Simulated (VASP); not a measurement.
A run of VASP 6.6.1:

File POSCAR:

```
Sc
1.0
    0.0000000000      1.9834644452      2.9751966678
    1.9834644452      0.0000000000      2.9751966678
    1.9834644452      1.9834644452      0.0000000000
Sc
1
Direct
    0.0000000000      0.0000000000      0.0000000000
```

INCAR.step1

```
SYSTEM = Sc
ALGO     = Normal         ! electronic algorithm
EDIFF    = 1E-4           ! SCF threshold, eV
ENCUT    = 520            ! plane-wave cutoff, eV
GGA      = PE             ! functional
ISMEAR   = 0              ! smearing method
LASPH    = .TRUE.         ! aspherical terms in the spheres
LCHARG   = .FALSE.        ! write CHGCAR
LREAL    = .FALSE.        ! projectors in reciprocal space
LWAVE    = .TRUE.         ! write WAVECAR
NBANDS   = 12             ! bands
NELM     = 80             ! most SCF steps
PREC     = Accurate       ! precision mode
SIGMA    = 0.15           ! smearing width, eV
```

File INCAR.step2:

```
SYSTEM = Sc
ALGO     = Normal         ! electronic algorithm
EDIFF    = 1E-6           ! SCF threshold, eV
ENCUT    = 520            ! plane-wave cutoff, eV
ISIF     = 2              ! what is computed and relaxed
ISMEAR   = 0              ! smearing method
ISTART   = 1            
LASPH    = .TRUE.         ! aspherical terms in the spheres
LCHARG   = .FALSE.        ! write CHGCAR
LMIXTAU  = .TRUE.       
LREAL    = .FALSE.        ! projectors in reciprocal space
LWAVE    = .FALSE.        ! write WAVECAR
METAGGA  = R2SCAN         ! meta-GGA
NBANDS   = 12             ! bands
NELM     = 80             ! most SCF steps
PREC     = Accurate       ! precision mode
SIGMA    = 0.15           ! smearing width, eV
```

Contents of KPOINTS:

```
k-points
0
G
  20 20 20
  0 0 0
```

Potentials or basis: VASP PAW PBE potentials, release 64 (Sc_sv).

Run with:

```sh
$ cat potpaw_PBE.64/Sc_sv/POTCAR > POTCAR
$ cp INCAR.step1 INCAR
$ mpirun -np 1 vasp_std > vasp.out
$ cp INCAR.step2 INCAR
$ mpirun -np 1 vasp_std > vasp.out
```

Hardware: 1 thread of Intel(R) Xeon(R) 6975P-C (Granite Rapids), with other jobs on the host.

**Question.** Estimate the wall time of this run.

**Answer.** Run time: 4.8 min on 1 thread of Intel(R) Xeon(R) 6975P-C (Granite Rapids) (shared host), peak memory 0.3 GiB. Counts: k points 641.
